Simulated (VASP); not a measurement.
Runs of VASP 6.6.1 on AlPt. The structure is that of space group P2_13 (No. 198), or close to it. The cells are those of the table. 

| task | cell | cutoff (eV) | gap on the mesh (eV) | pressure (GPa) | largest force (eV/Å) |
| --- | --- | --- | --- | --- | --- |
| single point | a = 4.718 Å, 8 atoms | 520 | none | 23.8 | 0.02 |
| single point | a = 4.869 Å, 8 atoms | 520 | none | -0.1 | 0.01 |
| single point | a = 4.819 Å, 8 atoms | 520 | none | (b) | 0.01 |
| relaxation of the atoms | atoms relaxed from a = 4.917 Å, 8 atoms | 520 | none | -5.7 | - |
| single point | a = 4.917 Å, 8 atoms | 520 | none | -5.7 | 0.01 |
| single point | a = 4.879 Å, 8 atoms | 520 | none | -1.4 | 0.06 |
| relaxation of cell and atoms | relaxed from a = 4.879 Å, 8 atoms | 600 | none | 0.0 | - |
| single point | a = 4.769 Å, 8 atoms | 520 | none | (a) | 0.01 |
| single point | a = 4.665 Å, 8 atoms | 520 | none | 34.9 | 0.02 |

Alike in all rows: level PBEsol; potentials or basis VASP PAW PBE potentials, release 64 (Al, Pt); no spin polarisation; k mesh 8 × 8 × 8; smearing gaussian 0.1 eV.

Fill in the values left out.

(a) 14.4; (b) 6.5.

Caveats: the PAW data sets were made with another functional, which shifts forces and pressure a little; spin-orbit coupling is left out, which moves the levels of the heavy elements.

A k mesh can miss the band edges, and the runs leave out spin-orbit coupling on Pt.

A gap of «none» marks levels without a gap at the run's occupations.
